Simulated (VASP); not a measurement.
# CsH3 (P1) in VASP: single point with PBE

Aim: the single point of CsH3 with PBE.

Everything below comes from runs of VASP 6.6.1. Logs are shortened: lines on timing, memory, paths and dates and some standing lists are left out, and cuts for length are marked.

### Step 1. The cell of the first run

The typed cell holds 8 atoms: a = 4.286 Å, b = 5.261 Å, c = 8.077 Å, α = 90.80°, β = 105.41°, γ = 113.98°.

### Step 2. Single point, PBE

File INCAR:

```
SYSTEM = CsH3
PREC     = Accurate       ! precision mode
ENCUT    = 520            ! plane-wave cutoff, eV
EDIFF    = 1E-6           ! SCF threshold, eV
ISMEAR   = 0              ! smearing method
SIGMA    = 0.02           ! smearing width, eV
LREAL    = .False.        ! projectors in reciprocal space
LASPH    = .True.         ! aspherical terms in the spheres
NELM     = 100            ! most SCF steps
ALGO     = Normal         ! electronic algorithm
ISIF     = 2              ! what is computed and relaxed
LWAVE    = .False.        ! write WAVECAR
LCHARG   = .True.         ! write CHGCAR
GGA      = PE             ! functional
LELF     = .True.         ! ELF
LVHAR    = .True.       
NBANDS   = 22             ! bands
```

File KPOINTS:

```
Automatic mesh
0
Gamma
  6 6 4
  0 0 0
```

File POSCAR:

```
CsH3
1.0
    4.2856691428     -0.0015023221     -0.0039366968
   -2.1367579819      4.8072693556      0.0606988076
   -2.1398600759     -1.1725480386      7.7000270029
Cs H
2 6
Direct
    0.7628978229      0.2872005547      0.2388913806
    0.2628102963      0.7871228881      0.7389065014
    0.5801114019      0.7380305304      0.4225638294
    0.0800463863      0.2381281216      0.9225490163
    0.9301570173      0.7935313893      0.0662114994
    0.4302126260      0.2933524991      0.5662792441
    0.4768952302      0.4312197648      0.5223334095
    0.9768692189      0.9314142521      0.0222651191
```

Potentials or basis: VASP PAW PBE potentials, release 64 (Cs_sv, H).

Command:

```
$ cat potpaw_PBE.64/Cs_sv/POTCAR potpaw_PBE.64/H/POTCAR > POTCAR
$ mpirun -np 1 vasp_std > vasp.out
```

OUTCAR:

```text
SYSTEM = CsH3
   PREC = Accurate
   ENCUT = 520
   EDIFF = 1E-6
   ISMEAR = 0
   LREAL = .False.
   LASPH = .True.
   NELM = 100
   ISIF = 2
   GGA = PE

 ion  position               nearest neighbor table
   1  0.763  0.287  0.239-
   2  0.263  0.787  0.739-
   3  0.580  0.738  0.423-
   4  0.080  0.238  0.923-
   5  0.930  0.794  0.066-   8 0.79
   6  0.430  0.293  0.566-   7 0.79
   7  0.477  0.431  0.522-   6 0.79
   8  0.977  0.931  0.022-   5 0.79

  LATTYP: Found a triclinic cell.
 ALAT       =     5.2646403386
 B/A-ratio  =     0.8140482423
 C/A-ratio  =     1.6269906088
 COS(alpha) =     0.0000761547
 COS(beta)  =     0.3973919614
 COS(gamma) =     0.4078480589

  Lattice vectors:

 A1 = (  -2.1489111609,  -4.8057670335,  -0.0567621108)
 A2 = (  -4.2856691428,   0.0015023221,   0.0039366968)
 A3 = (  -0.0090510850,  -3.6332189949,  -7.7567891137)

Analysis of symmetry for initial positions (statically):
=====================================================================
 Subroutine PRICEL returns:
 Original cell was already a primitive cell.

 Routine SETGRP: Setting up the symmetry group for a
 triclinic supercell.

 Subroutine GETGRP returns: Found  1 space group operations
 (whereof  1 operations were pure point group operations)
 out of a pool of  2 trial point group operations.

The static configuration has the point symmetry C_1 .

Analysis of symmetry for dynamics (positions and initial velocities):
=====================================================================
 Subroutine PRICEL returns:
 Original cell was already a primitive cell.

 Routine SETGRP: Setting up the symmetry group for a
 triclinic supercell.

 Subroutine GETGRP returns: Found  1 space group operations
 (whereof  1 operations were pure point group operations)
 out of a pool of  2 trial point group operations.

The dynamic configuration has the point symmetry C_1 .

 Subroutine INISYM returns: Found  1 space group operations
 (whereof  1 operations are pure point group operations),
 and found     1 'primitive' translations
[... 103 lines left out ...]
   LSORBIT =      F    spin-orbit coupling
   LASPH  =      T    aspherical Exc in radial PAW
   ENCUT  =  520.0 eV  38.22 Ry    6.18 a.u.   7.97  9.78 15.02*2*pi/ulx,y,z
   NELM   =    100;   NELMIN=  2; NELMDL= -5     # of ELM steps
   EDIFF  = 0.1E-05   stopping-criterion for ELM
   LREAL  =      F    real-space projection
   EDIFFG = 0.1E-04   stopping-criterion for IOM
   NSW    =      0    number of steps for IOM
   IBRION =     -1    ionic relax: 0-MD 1-quasi-New 2-CG
   NFREE  =      0    steps in history (QN), initial steepest desc. (CG)
   ISIF   =      2    stress and relaxation
   ISYM   =      2    0-nonsym 1-usesym 2-fastsym
   POTIM  = 0.5000    time-step for ionic-motion
   TEBEG  =    0.0;   TEEND  =   0.0 temperature during run
   PSTRESS=    0.0 pullay stress
   NELECT =      24.0000    total number of electrons
   NUPDOWN=      -1.0000    fix difference up-down
   EMIN   =  10.00;   EMAX   =-10.00  energy-range for DOS
   EFERMI =   0.00;   METHOD = LEGACY
   ISMEAR =     0;   SIGMA  =   0.02  broadening in eV -4-tet -1-fermi 0-gaus
   EFERMI_NEDOS =   21; number of points for ismear=-14 and -15
   IALGO  =     38    algorithm
   IMIX   =      4    mixing-type and parameters
     AMIX     =   0.40;   BMIX     =  1.00
     AMIX_MAG =   1.60;   BMIX_MAG =  1.00
  volume/ion in A,a.u.               =      19.86       134.01
  Fermi-wavevector in a.u.,A,eV,Ry     =   0.871898  1.647648 10.343229  0.760206
  Thomas-Fermi vector in A             =   1.991071
   LORBIT       =      0    0 simple, 1 ext, 2 COOP (PROOUT), +10 PAW based schemes
   GGA     = PE    functional components
   LHFCALC =     F    Hartree Fock is set to
   AEXX    =    0.0000 exact exchange contribution
   IVDW    =     0    specifies the selected vdW correction
   LEPSILON=     F    determine dielectric tensor
   LRPA    =     F    only Hartree local field effects (RPA)
 non-spin polarized calculation
 Gauss-broadening in eV      SIGMA  =   0.02
  energy-cutoff  :      520.00
  volume of cell :      158.87
 maximum number of plane-waves:      4304
   NGX = 15   NGY = 19   NGZ = 31

 number of electron      24.0000000 magnetization

 Free energy of the ion-electron system (eV)
  ---------------------------------------------------
  ext. energy  EPLUGINS =         0.00000000
  ---------------------------------------------------
  free energy    TOTEN  =       -22.39980502 eV

  energy without entropy =      -22.39980502  energy(sigma->0) =      -22.39980502

 E-fermi :  -0.4738     XC(G=0):  -7.1220

 val. band max:       -0.5799419512   @ k =   0.3333  -0.0000   0.2500
 cond. band min:       2.4941142852   @ k =   0.0000   0.0000   0.0000
 fundamental gap:      3.0740562364
 Fermi energy:        -0.4738304228

 k-point     1 :       0.0000    0.0000    0.0000
  band No.  band energies     occupation
      1     -21.7829      2.00000
      2     -21.7259      2.00000
      3      -9.3499      2.00000
      4      -8.5172      2.00000
      5      -8.4702      2.00000
      6      -8.3219      2.00000
[... 589 lines left out ...]
     21       6.3761      0.00000
     22       6.5001      0.00000

 [... further k-points ...]

------------------------ aborting loop because EDIFF is reached ----------------------------------------

  FORCE on cell =-STRESS in cart. coord.  units (eV):
  Direction    XX          YY          ZZ          XY          YZ          ZX
  --------------------------------------------------------------------------------------
  -------------------------------------------------------------------------------------
  Total       -0.0277936     -0.0229686     -0.0340741     -0.0012966      0.0161054     -0.0002665
  in kB       -0.2802957     -0.2316359     -0.3436344     -0.0130758      0.1624218     -0.0026881
  external PRESSURE =      -0.2851887 kB  Pullay stress =       0.0000000 kB

 VOLUME and BASIS-vectors are now :
 -----------------------------------------------------------------------------
  energy-cutoff  :      520.00
  volume of cell :      158.87
      direct lattice vectors                 reciprocal lattice vectors
     4.285669143 -0.001502322 -0.003936697     0.233445773  0.102746390  0.080521324
    -2.136757982  4.807269356  0.060698808     0.000101869  0.207663939  0.031651049
    -2.139860076 -1.172548039  7.700027003     0.000118548 -0.001584471  0.129661338

 POSITION                                       TOTAL-FORCE (eV/Angst)
 -----------------------------------------------------------------------------------
      2.14466      1.09939      1.85390        -0.000095     -0.000160     -0.000165
     -2.13673      2.91711      5.73634         0.000040     -0.000069     -0.000223
      0.00495      3.05156      3.29627        -0.000083      0.003470     -0.001714
     -2.13990      0.06289      7.11779         0.000088      0.003337     -0.001767
      2.14908      3.73569      0.55433        -0.000000      0.002826     -0.001299
      0.00517      0.74559      4.37648        -0.000045      0.002937     -0.001364
      0.00468      1.45981      4.04628        -0.000010     -0.005999      0.003132
      2.14869      4.44998      0.22413         0.000105     -0.006343      0.003399
 -----------------------------------------------------------------------------------
    total drift:                               -0.000201     -0.000052      0.000318

  FREE ENERGIE OF THE ION-ELECTRON SYSTEM (eV)
  ---------------------------------------------------
  free  energy   TOTEN  =       -22.3998050154 eV

  energy  without entropy=      -22.3998050154  energy(sigma->0) =      -22.39980502
```

OSZICAR:

```text
N       E                     dE             d eps       ncg     rms          rms(c)
DAV:   1     0.121447381336E+03    0.12145E+03   -0.90706E+03  3344   0.867E+02
DAV:   2    -0.120816038394E+02   -0.13353E+03   -0.12847E+03  4400   0.154E+02
DAV:   3    -0.247157589198E+02   -0.12634E+02   -0.12609E+02  4220   0.523E+01
DAV:   4    -0.248577121690E+02   -0.14195E+00   -0.14193E+00  4214   0.650E+00
DAV:   5    -0.248586541205E+02   -0.94195E-03   -0.94193E-03  4506   0.521E-01    0.757E+00
DAV:   6    -0.229221344815E+02    0.19365E+01   -0.15999E+00  4208   0.508E+00    0.388E+00
DAV:   7    -0.223366841406E+02    0.58545E+00   -0.23325E+00  4272   0.664E+00    0.103E+00
DAV:   8    -0.223995505970E+02   -0.62866E-01   -0.47282E-01  3998   0.284E+00    0.408E-01
DAV:   9    -0.223975157186E+02    0.20349E-02   -0.84571E-03  4478   0.397E-01    0.271E-01
DAV:  10    -0.224005086295E+02   -0.29929E-02   -0.25819E-02  4086   0.487E-01    0.204E-01
DAV:  11    -0.223998003197E+02    0.70831E-03   -0.49968E-03  3960   0.215E-01    0.432E-02
DAV:  12    -0.223997936989E+02    0.66208E-05   -0.35592E-04  4268   0.817E-02    0.158E-02
DAV:  13    -0.223998054210E+02   -0.11722E-04   -0.72673E-05  4010   0.408E-02    0.102E-02
DAV:  14    -0.223998042715E+02    0.11495E-05   -0.77968E-06  4232   0.151E-02    0.352E-03
DAV:  15    -0.223998050154E+02   -0.74390E-06   -0.40202E-06  3474   0.759E-03
   1 F= -.22399805E+02 E0= -.22399805E+02  d E =-.182774E-15
```

stdout:

```text
POSCAR found type information on POSCAR CsH
 POSCAR found :  2 types and       8 ions
 scaLAPACK will be used
 LDA part: xc-table for (Slater+PW92), standard interpolation
 POSCAR, INCAR and KPOINTS ok, starting setup
 FFT: planning ... GRIDC
 FFT: planning ... GRID_SOFT
 FFT: planning ... GRID
 WAVECAR not read
 entering main loop
```

Wall time 2.8 min (1 thread of Intel Xeon 6975P-C (Granite Rapids), shared host); peak memory 0.38 GiB.

Results:

```yaml
Free_energy: -22.3998 eV
Pressure: 0.0 GPa
Largest_force: 0.007 eV/Å
Band_gap_on_the_k_mesh: 3.07 eV
```

Forces in eV/Å, atoms in the order of the input:
```
Cs   0.000  0.000  0.000
Cs   0.000  0.000  0.000
H    0.000  0.003 -0.002
H    0.000  0.003 -0.002
H    0.000  0.003 -0.001
H    0.000  0.003 -0.001
H    0.000 -0.006  0.003
H    0.000 -0.006  0.003
```

Caveat: spin-orbit coupling is left out, which moves the levels of the heavy elements.
